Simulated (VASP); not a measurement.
# Cl (Cmce) in VASP: a series of runs

Cl is run at these levels: LDA; tasks: single point, relaxation of cell and atoms.

All numbers are computed with VASP 6.6.1; they aren't measurements. Logs are shortened: lines on timing, memory, paths and dates and some standing lists are left out, and cuts for length are marked.

## (1) The cell of the first run

It takes space group Cmce (No. 64, orthorhombic). Conventional cell: a = 6.183 Å, b = 3.720 Å, c = 7.799 Å, α = 90.00°, β = 90.00°, γ = 90.00°. Cl (site symmetry m) has 1 Cl at 2.04 Å within 2.7 Å.

## (2) Single point, LDA

INCAR reads:

```
SYSTEM = Cl
PREC = Accurate ; ENCUT = 520
EDIFF = 1E-7 ; ISMEAR = -1
SIGMA = 0.05 ; LREAL = .False.
LASPH = .True. ; NELM = 100
ALGO = Normal ; ISIF = 2
LWAVE = .False. ; LCHARG = .False.
NBANDS = 22
```

KPOINTS reads:

```
Automatic mesh
0
Gamma
  5 5 2
  0 0 0
```

POSCAR reads:

```
Cl
1.0
    3.0914158330     -1.8597922270      0.0000000000
    3.0914158330      1.8597922270      0.0000000000
    0.0000000000      0.0000000000      7.7990656231
Cl
4
Direct
    0.8627911489      0.1372088511      0.1133717752
    0.6372088511      0.3627911489      0.6133717752
    0.1372088511      0.8627911489      0.8866282248
    0.3627911489      0.6372088511      0.3866282248
```

Potentials or basis: VASP PAW LDA potentials, release 64 (Cl).

On the command line:

```sh
$ cat potpaw_LDA.64/Cl/POTCAR > POTCAR
$ mpirun -np 1 vasp_std > vasp.out
```

OUTCAR:

```text
SYSTEM = Cl
   PREC = Accurate
   ENCUT = 520
   EDIFF = 1E-7
   ISMEAR = -1
   LREAL = .False.
   LASPH = .True.
   NELM = 100
   ISIF = 2

 ion  position               nearest neighbor table
   1  0.863  0.137  0.113-   3 2.04
   2  0.637  0.363  0.613-   4 2.04
   3  0.137  0.863  0.887-   1 2.04
   4  0.363  0.637  0.387-   2 2.04

  LATTYP: Found a base centered orthorhombic cell.
 ALAT       =     3.7195844540
 B/A-ratio  =     1.6622372048
 C/A-ratio  =     2.0967572371

  Lattice vectors:

 A1 = (  -3.0914158330,  -1.8597922270,   0.0000000000)
 A2 = (   3.0914158330,  -1.8597922270,   0.0000000000)
 A3 = (   0.0000000000,   0.0000000000,   7.7990656231)

Analysis of symmetry for initial positions (statically):
=====================================================================
 Subroutine PRICEL returns:
 Original cell was already a primitive cell.

 Routine SETGRP: Setting up the symmetry group for a
 base centered orthorhombic supercell.

 Subroutine GETGRP returns: Found  8 space group operations
 (whereof  4 operations were pure point group operations)
 out of a pool of  8 trial point group operations.

The static configuration has the point symmetry C_2h.
 The point group associated with its full space group is D_2h.

Analysis of symmetry for dynamics (positions and initial velocities):
=====================================================================
 Subroutine PRICEL returns:
 Original cell was already a primitive cell.

 Routine SETGRP: Setting up the symmetry group for a
 base centered orthorhombic supercell.

 Subroutine GETGRP returns: Found  8 space group operations
 (whereof  4 operations were pure point group operations)
 out of a pool of  8 trial point group operations.

The dynamic configuration has the point symmetry C_2h.
 The point group associated with its full space group is D_2h.

 Subroutine INISYM returns: Found  8 space group operations
 (whereof  4 operations are pure point group operations),
 and found     1 'primitive' translations

----------------------------------------------------------------------------------------

                                     Primitive cell

  volume of cell :      89.6798

  direct lattice vectors                    reciprocal lattice vectors
     3.091415833 -1.859792227  0.000000000     0.161738190 -0.268847236  0.000000000
     3.091415833  1.859792227  0.000000000     0.161738190  0.268847236  0.000000000
     0.000000000  0.000000000  7.799065623     0.000000000  0.000000000  0.128220488

  length of vectors
     3.607724904  3.607724904  7.799065623     0.313748432  0.313748432  0.128220488

  position of ions in fractional coordinates (direct lattice)
     0.862791149  0.137208851  0.113371775
     0.637208851  0.362791149  0.613371775
     0.137208851  0.862791149  0.886628225
     0.362791149  0.637208851  0.386628225

  ion indices of the primitive-cell ions
   primitive index   ion index
                 1           1
                 2           2
                 3           3
                 4           4

----------------------------------------------------------------------------------------

 KPOINTS: Automatic mesh

Automatic generation of k-mesh.
 Grid dimensions read from file:
 generate k-points for:    5    5    2

 Generating k-lattice:

  Cartesian coordinates                     Fractional coordinates (reciprocal lattice)
     0.032347638 -0.053769447  0.000000000     0.200000000  0.000000000  0.000000000
     0.032347638  0.053769447  0.000000000     0.000000000  0.200000000  0.000000000
     0.000000000  0.000000000  0.064110244     0.000000000  0.000000000  0.500000000

  Length of vectors
     0.062749686  0.062749686  0.064110244

  Shift w.r.t. Gamma in fractional coordinates (k-lattice)
     0.000000000  0.000000000  0.000000000

 Subroutine IBZKPT returns following result:
 ===========================================

 Found     18 irreducible k-points:

 Following reciprocal coordinates:
            Coordinates               Weight
  0.000000  0.000000  0.000000      1.000000
  0.200000  0.000000  0.000000      4.000000
  0.400000  0.000000  0.000000      4.000000
  0.200000  0.200000  0.000000      2.000000
  0.400000  0.200000  0.000000      4.000000
 -0.400000  0.200000  0.000000      4.000000
[... 10 lines left out ...]
  0.400000  0.400000  0.500000      2.000000
 -0.400000  0.400000  0.500000      2.000000
   k-points           NKPTS =     18   k-points in BZ     NKDIM =     18   number of bands    NBANDS=     22
   number of dos      NEDOS =    301   number of ions     NIONS =      4
   total plane-waves  NPLWV =  47040
   dimension x,y,z NGX =    28 NGY =   28 NGZ =   60
   dimension x,y,z NGXF=    56 NGYF=   56 NGZF=  120
   ions per type =               4
   NGX,Y,Z   is equivalent  to a cutoff of  12.90, 12.90, 12.79 a.u.
   NGXF,Y,Z  is equivalent  to a cutoff of  25.81, 25.81, 25.58 a.u.
 SYSTEM =  Cl
   PREC   = accura    normal or accurate (medium, high low for compatibility)
   ISTART =      0    job   : 0-new  1-cont  2-samecut
   ICHARG =      2    charge: 1-file 2-atom 10-const
   ISPIN  =      1    spin polarized calculation?
   LNONCOLLINEAR =      F non collinear calculations
   LSORBIT =      F    spin-orbit coupling
   LASPH  =      T    aspherical Exc in radial PAW
   ENCUT  =  520.0 eV  38.22 Ry    6.18 a.u.   6.71  6.71 14.50*2*pi/ulx,y,z
   NELM   =    100;   NELMIN=  2; NELMDL= -5     # of ELM steps
   EDIFF  = 0.1E-06   stopping-criterion for ELM
   LREAL  =      F    real-space projection
   EDIFFG = 0.1E-05   stopping-criterion for IOM
   NSW    =      0    number of steps for IOM
   IBRION =     -1    ionic relax: 0-MD 1-quasi-New 2-CG
   NFREE  =      0    steps in history (QN), initial steepest desc. (CG)
   ISIF   =      2    stress and relaxation
   ISYM   =      2    0-nonsym 1-usesym 2-fastsym
   POTIM  = 0.5000    time-step for ionic-motion
   TEBEG  =    0.0;   TEEND  =   0.0 temperature during run
   PSTRESS=    0.0 pullay stress
   NELECT =      28.0000    total number of electrons
   NUPDOWN=      -1.0000    fix difference up-down
   EMIN   =  10.00;   EMAX   =-10.00  energy-range for DOS
   EFERMI =   0.00;   METHOD = LEGACY
   ISMEAR =    -1;   SIGMA  =   0.05  broadening in eV -4-tet -1-fermi 0-gaus
   EFERMI_NEDOS =   21; number of points for ismear=-14 and -15
   IALGO  =     38    algorithm
   IMIX   =      4    mixing-type and parameters
     AMIX     =   0.40;   BMIX     =  1.00
     AMIX_MAG =   1.60;   BMIX_MAG =  1.00
  volume/ion in A,a.u.               =      22.42       151.30
  Fermi-wavevector in a.u.,A,eV,Ry     =   1.110613  2.098754 16.782255  1.233461
  Thomas-Fermi vector in A             =   2.247166
   LORBIT       =      0    0 simple, 1 ext, 2 COOP (PROOUT), +10 PAW based schemes
   GGA     = CA    functional components
   LHFCALC =     F    Hartree Fock is set to
   AEXX    =    0.0000 exact exchange contribution
   IVDW    =     0    specifies the selected vdW correction
   LEPSILON=     F    determine dielectric tensor
   LRPA    =     F    only Hartree local field effects (RPA)
 non-spin polarized calculation
  energy-cutoff  :      520.00
  volume of cell :       89.68
 maximum number of plane-waves:      2437
   NGX = 13   NGY = 13   NGZ = 29

 number of electron      27.9999998 magnetization

 Free energy of the ion-electron system (eV)
  ---------------------------------------------------
  ext. energy  EPLUGINS =         0.00000000
  ---------------------------------------------------
  free energy    TOTEN  =        -9.12758344 eV

  energy without entropy =       -9.12758344  energy(sigma->0) =       -9.12758344

 E-fermi :   2.5096     XC(G=0):  -9.4946

 val. band max:        1.5869675324   @ k =   0.0000   0.0000   0.0000
 cond. band min:       3.4915898621   @ k =   0.4000   0.4000   0.0000
 fundamental gap:      1.9046223297
 Fermi energy:         2.5095884426

 k-point     1 :       0.0000    0.0000    0.0000
  band No.  band energies     occupation
      1     -15.6468      2.00000
      2     -14.9832      2.00000
      3     -12.1640      2.00000
      4     -10.4415      2.00000
      5      -4.8223      2.00000
      6      -2.6588      2.00000
[... 14 lines left out ...]
     21      12.1011      0.00000
     22      12.5628      0.00000

 k-point     2 :       0.2000    0.0000    0.0000
  band No.  band energies     occupation
      1     -15.4606      2.00000
      2     -14.9008      2.00000
      3     -11.9906      2.00000
      4     -10.6154      2.00000
      5      -4.8032      2.00000
      6      -3.0986      2.00000
[... 14 lines left out ...]
     21      11.3581      0.00000
     22      12.1686      0.00000

 k-point     3 :       0.4000    0.0000    0.0000
  band No.  band energies     occupation
      1     -15.0593      2.00000
      2     -14.8281      2.00000
      3     -11.5718      2.00000
      4     -11.0651      2.00000
      5      -4.7713      2.00000
      6      -4.2087      2.00000
[... 14 lines left out ...]
     21      12.1669      0.00000
     22      13.6120      0.00000

 k-point     4 :       0.2000    0.2000    0.0000
  band No.  band energies     occupation
      1     -15.5129      2.00000
      2     -14.8812      2.00000
      3     -12.0304      2.00000
      4     -10.4116      2.00000
      5      -4.7262      2.00000
      6      -2.7442      2.00000
[... 14 lines left out ...]
     21      11.6801      0.00000
     22      11.7539      0.00000

 k-point     5 :       0.4000    0.2000    0.0000
  band No.  band energies     occupation
      1     -15.2641      2.00000
      2     -14.7684      2.00000
      3     -11.7929      2.00000
      4     -10.6069      2.00000
      5      -4.6723      2.00000
      6      -3.2897      2.00000
[... 267 lines left out ...]
 k-point    16 :      -0.2000    0.2000    0.5000
  band No.  band energies     occupation
      1     -14.9946      2.00000
      2     -14.9946      2.00000
      3     -11.3408      2.00000
      4     -11.3408      2.00000
      5      -4.1938      2.00000
      6      -4.1938      2.00000
[... 14 lines left out ...]
     21      11.8019      0.00000
     22      11.8019      0.00000

 k-point    17 :       0.4000    0.4000    0.5000
  band No.  band energies     occupation
      1     -15.0325      2.00000
      2     -15.0325      2.00000
      3     -11.0871      2.00000
      4     -11.0871      2.00000
      5      -3.7725      2.00000
      6      -3.7725      2.00000
[... 14 lines left out ...]
     21      11.6691      0.00000
     22      11.6691      0.00000

 k-point    18 :      -0.4000    0.4000    0.5000
  band No.  band energies     occupation
      1     -14.9334      2.00000
      2     -14.9334      2.00000
      3     -11.1306      2.00000
      4     -11.1306      2.00000
      5      -3.9706      2.00000
      6      -3.9706      2.00000
[... 14 lines left out ...]
     21      12.0332      0.00000
     22      12.0332      0.00000

------------------------ aborting loop because EDIFF is reached ----------------------------------------

  FORCE on cell =-STRESS in cart. coord.  units (eV):
  Direction    XX          YY          ZZ          XY          YZ          ZX
  --------------------------------------------------------------------------------------
  -------------------------------------------------------------------------------------
  Total       -0.0543837     -0.1256471     -0.3337972      0.0000000      0.0000000      0.0000000
  in kB       -0.9715938     -2.2447533     -5.9634676      0.0000000      0.0000000      0.0000000
  external PRESSURE =      -3.0599382 kB  Pullay stress =       0.0000000 kB

 VOLUME and BASIS-vectors are now :
 -----------------------------------------------------------------------------
  energy-cutoff  :      520.00
  volume of cell :       89.68
      direct lattice vectors                 reciprocal lattice vectors
     3.091415833 -1.859792227  0.000000000     0.161738190 -0.268847236  0.000000000
     3.091415833  1.859792227  0.000000000     0.161738190  0.268847236  0.000000000
     0.000000000  0.000000000  7.799065623     0.000000000  0.000000000  0.128220488

 POSITION                                       TOTAL-FORCE (eV/Angst)
 -----------------------------------------------------------------------------------
      3.09142     -1.34943      0.88419         0.000000     -0.056719     -0.107617
      3.09142     -0.51036      4.78373         0.000000      0.056719     -0.107617
      3.09142      1.34943      6.91487         0.000000      0.056719      0.107617
      3.09142      0.51036      3.01534         0.000000     -0.056719      0.107617
 -----------------------------------------------------------------------------------
    total drift:                               -0.000000     -0.000000     -0.000000

  FREE ENERGIE OF THE ION-ELECTRON SYSTEM (eV)
  ---------------------------------------------------
  free  energy   TOTEN  =        -9.1275834418 eV

  energy  without entropy=       -9.1275834407  energy(sigma->0) =       -9.12758344
```

Wall time 26 s (1 thread of Intel Xeon 8259CL, shared host); peak memory 0.17 GiB.

What came out:

```yaml
Free_energy: -9.1276 eV
Pressure: -0.3 GPa
Largest_force: 0.122 eV/Å
Band_gap_on_the_k_mesh: 1.90 eV
```

Forces in eV/Å, atoms in the order of the input:
```
Cl   0.000 -0.057 -0.108
Cl   0.000  0.057 -0.108
Cl   0.000  0.057  0.108
Cl   0.000 -0.057  0.108
```

Caveat: an odd mesh through Γ misses points on the zone boundary, where band edges can lie.

## (3) Relaxation of cell and atoms, LDA

This run uses another cell than the first one, of 29.05 Å³/atom.

INCAR reads:

```
PREC = Accurate
ENCUT = 600
EDIFF = 1E-6
ISMEAR = -1
SIGMA = 0.05
LREAL = False
LASPH = True
NELM = 80
ALGO = Normal
ISIF = 3
LWAVE = False
LCHARG = False
IBRION = 2
NSW = 80
EDIFFG = -0.02
```

KPOINTS reads:

```
regular mesh
0
Gamma
  5 5 2
```

POSCAR reads:

```
Cl
1.0
    3.1450000000     -2.2500000000      0.0000000000
    3.1450000000      2.2500000000      0.0000000000
    0.0000000000      0.0000000000      8.2100000000
Cl
4
Direct
    0.8700000000      0.1300000000      0.1000000000
    0.6300000000      0.3700000000      0.6000000000
    0.1300000000      0.8700000000      0.9000000000
    0.3700000000      0.6300000000      0.4000000000
```

Potentials or basis: VASP PAW LDA potentials, release 64 (Cl).

On the command line:

```sh
$ cat potpaw_LDA.64/Cl/POTCAR > POTCAR
$ mpirun -np 1 vasp_std > vasp.out
```

It took 6.5 min on 1 thread of Intel Xeon 8259CL, shared host; peak memory 0.22 GiB.

The run converged. Its results:

```yaml
Free_energy: -9.1309 eV
Relaxed_volume: 22.41 Å³/atom
Relaxed_cell: a = 3.608 Å, b = 3.608 Å, c = 7.780 Å, α = 90.00°, β = 90.00°, γ = 62.27°
Space_group_after_relaxing_to_0.1_Å: Cmce (No. 64)
Energy_gained_by_relaxing: 81.4 meV/atom
Ionic_steps: 24
Pressure_after_relaxing: 0.0 GPa
Largest_force_after_relaxing: 0.018 eV/Å
Band_gap_on_the_k_mesh: 1.98 eV
```

Forces in eV/Å, atoms in the order of the input:
```
Cl   0.000 -0.008 -0.016
Cl   0.000  0.008 -0.016
Cl   0.000  0.008  0.016
Cl   0.000 -0.008  0.016
```

Stress tensor (GPa, compression positive):
```
-0.05  0.00  0.00
 0.00  0.05  0.00
 0.00  0.00  0.13
```

Step by step:
| step | energy change (eV) | largest force (eV/Å) | pressure (GPa) | volume (Å³) |
| --- | --- | --- | --- | --- |
| 1 | 0.0000 | 0.3167 | -2.66 | 116.19 |
| 2 | -0.0135 | 1.4954 | 1.04 | 108.25 |
| 3 | -0.0509 | 0.6027 | -0.84 | 111.76 |
| 4 | -0.1269 | 0.5760 | -0.74 | 106.25 |
| 5 | -0.2738 | 0.5912 | 1.13 | 90.79 |
| 6 | -0.2161 | 0.8527 | -2.91 | 90.85 |
| 7 | -0.2967 | 0.0108 | -0.43 | 90.81 |
| 8 | -0.2967 | 0.0065 | -0.39 | 90.81 |
| 9 | -0.3033 | 0.0210 | -0.21 | 89.93 |
| 10 | -0.3101 | 0.0573 | 0.30 | 88.12 |
| 11 | -0.3153 | 0.0747 | 0.07 | 88.54 |
| 12 | -0.3196 | 0.1329 | -0.30 | 89.19 |
| 13 | -0.3219 | 0.0422 | 0.02 | 89.14 |
| 14 | -0.3222 | 0.0415 | 0.17 | 89.11 |
| 15 | -0.3227 | 0.0446 | 0.14 | 89.26 |
| 16 | -0.3237 | 0.0537 | 0.05 | 89.70 |
| 17 | -0.3231 | 0.0705 | -0.14 | 90.54 |
| 18 | -0.3239 | 0.0595 | -0.03 | 89.97 |
| 19 | -0.3245 | 0.0485 | -0.11 | 89.98 |
| 20 | -0.3249 | 0.0746 | -0.24 | 90.00 |
| 21 | -0.3252 | 0.0635 | -0.19 | 89.93 |
| 22 | -0.3257 | 0.0320 | -0.03 | 89.72 |
| 23 | -0.3257 | 0.0207 | 0.04 | 89.64 |
| 24 | -0.3258 | 0.0184 | 0.04 | 89.65 |

Final structure:
```
Cl
1.0
     3.08826   -1.86563    0.00000
     3.08826    1.86563    0.00000
     0.00000    0.00000    7.78016
Cl
4
Direct
  0.86292 0.13708 0.11288
  0.63708 0.36292 0.61288
  0.13708 0.86292 0.88712
  0.36292 0.63708 0.38712
```

Levels at points of the mesh, in eV from the valence-band top:
```tsv
k point	band 12	band 13	band 14	band 15	band 16	band 17
(0.00, 0.00, 0.00)	-0.72	-0.35	0.00	1.98	3.01	6.70
(0.00, 0.00, 0.50)	-1.33	-0.16	-0.16	2.36	2.36	7.11
```

Caveat: the volume moved by over 15 % at a fixed basis, so the end points are rough; an odd mesh through Γ misses points on the zone boundary, where band edges can lie.
